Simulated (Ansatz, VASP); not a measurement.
One calculation of TaN, two programs

```
Ta N
1.0
     5.53582    0.00000    0.00000
    -2.76791    4.79416    0.00000
     0.00000    0.00000    2.83939
Ta N
3 3
Cartesian
  0.0000 3.1961 1.4197
  2.7679 1.5981 1.4197
  0.0000 0.0000 0.0000
  2.0843 0.0000 0.0000
  1.7257 2.9891 0.0000
  -1.0422 1.8051 0.0000
```

Alike in both runs: task single point; functional PBEsol; k mesh 9 × 9 × 12; occupations gaussian, width 0.1 eV; no spin polarisation.

|  | VASP | Ansatz |
| --- | --- | --- |
| version | VASP 6.6.1 | Ansatz 0.2.0 |
| potentials or method | VASP PAW PBE potentials, release 64 (Ta_pv, N), cutoff 520 eV | scalar-relativistic, plane waves, PAW |
| valence electrons in the cell | 48 | 54 |

VASP gave:

* gap on the k mesh at the Fermi level (eV): none
* pressure (GPa): -25.5
* traceless stress, the component that is largest in VASP (GPa): 22.02
* rms of the force components (eV/Å): 0.318

Question: What did Ansatz give for the same quantities?

Answer: gap on the k mesh at the Fermi level (eV): none; pressure (GPa): -26.0; traceless stress, the component that is largest in VASP (GPa): 22.10; rms of the force components (eV/Å): 0.316.

VASP's potentials were made for PBE, not for PBEsol. Atom by atom the forces differ by 0.002 eV/Å (rms over components). A gap of «none» marks a metal or a gap that the smearing closes. VASP's potentials hold 48 valence electrons a cell and Ansatz's 54, so a difference there can come from the potentials and not from the codes.

Neither program's run includes spin-orbit coupling.
